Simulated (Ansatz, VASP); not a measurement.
**One calculation of TiPt3, two programs**

Contents of INCAR:

```
SYSTEM = TiPt3
PREC = Accurate ; ENCUT = 520
EDIFF = 1E-8 ; ISMEAR = -1
SIGMA = 0.05 ; LREAL = .False.
LASPH = .True. ; NELM = 80
ALGO = Normal ; ISIF = 2
LWAVE = .False. ; LCHARG = .False.
GGA = PS ; LEFG = .True.
NBANDS = 29
```

KPOINTS

```
Automatic mesh
0
Gamma
  9 9 9
  0 0 0
```

Contents of POSCAR:

```
TiPt3
1.0
    3.8970000000     -0.0194850000     -0.0194850000
   -0.0194850000      3.8970000000     -0.0194850000
   -0.0194850000     -0.0194850000      3.8970000000
Ti Pt
1 3
Direct
    0.0000000000      0.0000000000      0.0000000000
    0.0000000000      0.5000000000      0.5000000000
    0.5000000000      0.0000000000      0.5000000000
    0.5000000000      0.5000000000      0.0000000000
```

Input for Ansatz:

```yaml
crystal:
  lattice:
    - [3.897, -0.019485, -0.019485]
    - [-0.019485, 3.897, -0.019485]
    - [-0.019485, -0.019485, 3.897]
  atoms:
    - { symbol: Ti, position: [0.0, 0.0, 0.0] }
    - { symbol: Pt, position: [0.0, 0.5, 0.5] }
    - { symbol: Pt, position: [0.5, 0.0, 0.5] }
    - { symbol: Pt, position: [0.5, 0.5, 0.0] }
kpoints:
  mp_grid: { grid: [9, 9, 9] }
scf:
  occupations: { method: fermi_dirac, width: 0.05 }
hamiltonian:
  xc: pbesol
  pseudopotentials: { kind: all_electron, datasets: crystal }
output:
  forces: true
  stress: true
  eigenvalues: true
  efg: { contact_densities: true }
```

Change from the starting cell: equal xy, yz and zx shear strains of -1 %, crystal datasets.

Alike in both runs: task electric field gradients; functional PBEsol; k mesh 9 × 9 × 9; occupations fermi-dirac, width 0.05 eV; no spin polarisation.

```csv
,VASP,Ansatz
version,VASP 6.6.1,Ansatz 0.2.0
potentials or method,"VASP PAW PBE potentials, release 64 (Ti_sv, Pt), cutoff 520 eV","all-electron PAW with datasets made for the crystal, scalar-relativistic"
```

|  | VASP | Ansatz | Ansatz less VASP |
| --- | --- | --- | --- |
| pressure (GPa) | 0.3 | 0.6 | +0.26 |
| traceless stress, the component that is largest in VASP (GPa) | 1.53 | 1.54 | +0.004 |
| size of Vzz on the site where it differs most (V/Å²) | 71.5 | 78.4 | +6.87 |

VASP's potentials were made for PBE, not for PBEsol. Ansatz ran all-electron here, and VASP with PAW potentials.

Spin-orbit coupling is off throughout.
